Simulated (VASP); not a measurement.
A run of VASP 6.6.1:

The input INCAR:

```
ALGO = Normal
EDIFF = 1E-6
ENCUT = 520
GGA = PE
ISIF = 2
ISMEAR = 0
LASPH = True
LCHARG = False
LREAL = False
LWAVE = False
NBANDS = 16
NELM = 60
PREC = Accurate
SIGMA = 0.02
```

File KPOINTS:

```
k-points
0
Gamma
  10 10 10
```

Contents of POSCAR:

```
ZnS
1.0
    0.0000000000      2.6455533975      2.6455533975
    2.6455533975      0.0000000000      2.6455533975
    2.6455533975      2.6455533975      0.0000000000
Zn S
1 1
Direct
    0.0000000000      0.0000000000      0.0000000000
    0.7500000000      0.7500000000      0.7500000000
```

Potentials or basis: VASP PAW PBE potentials, release 64 (Zn, S).

The run is started by

```bash
$ cat potpaw_PBE.64/Zn/POTCAR potpaw_PBE.64/S/POTCAR > POTCAR
$ mpirun -np 1 vasp_std > vasp.out
```

Hardware: 1 thread of Intel Xeon 8259CL, with other jobs on the host.

Q: Estimate the wall time of this run.

A: It took 41 s on 1 thread of Intel Xeon 8259CL, with other jobs on the host, peak memory 0.17 GiB. Counts: scf iterations 12, k points 47.
